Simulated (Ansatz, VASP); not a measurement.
## GaP in VASP and in Ansatz

INCAR

```
SYSTEM = GaP
  PREC = Accurate
  ENCUT = 520
  EDIFF = 1E-6
  ISMEAR = 0
  SIGMA = 0.01
  LREAL = .False.
  LASPH = .True.
  NELM = 100
  ALGO = Normal
  ISIF = 2
  LWAVE = .False.
  LCHARG = .False.
  GGA = PE
  NBANDS = 16
```

KPOINTS

```
regular mesh
0
Gamma
  6 6 6
  0 0 0
```

POSCAR

```
GaP
1.0
    0.0000000000      2.8301689102      2.8301689102
    2.8301689102      0.0000000000      2.8301689102
    2.8301689102      2.8301689102      0.0000000000
Ga P
1 1
Direct
    0.0000000000      0.0000000000      0.0000000000
    0.2500000000      0.2500000000      0.2500000000
```

Input for Ansatz:

```yaml
crystal:
  lattice:
    - [0.0, 2.8301689102139442, 2.8301689102139442]
    - [2.8301689102139442, 0.0, 2.8301689102139442]
    - [2.8301689102139442, 2.8301689102139442, 0.0]
  atoms:
    - { symbol: Ga, position: [0.0, 0.0, 0.0] }
    - { symbol: P, position: [0.25, 0.25, 0.25] }
basis:
  ecutwfc: 500.0
kpoints:
  mp_grid:
    grid: [6, 6, 6]
hamiltonian:
  xc: pbe
scf:
  occupations:
    method: fixed
output:
  stress: true
```

Alike in both runs: task single point; functional PBE; k mesh 6 × 6 × 6; no spin polarisation.

```csv
,VASP,Ansatz
version,VASP 6.6.1,Ansatz 0.2.0
potentials or method,"VASP PAW PBE potentials, release 64 (Ga_d, P), cutoff 520 eV","plane waves, PAW"
occupations,"gaussian, width 0.01 eV",fixed
valence electrons in the cell,18,18
```

```tsv
	VASP	Ansatz	Ansatz less VASP
pressure (GPa)	-5.3	-5.3	+0.04
```
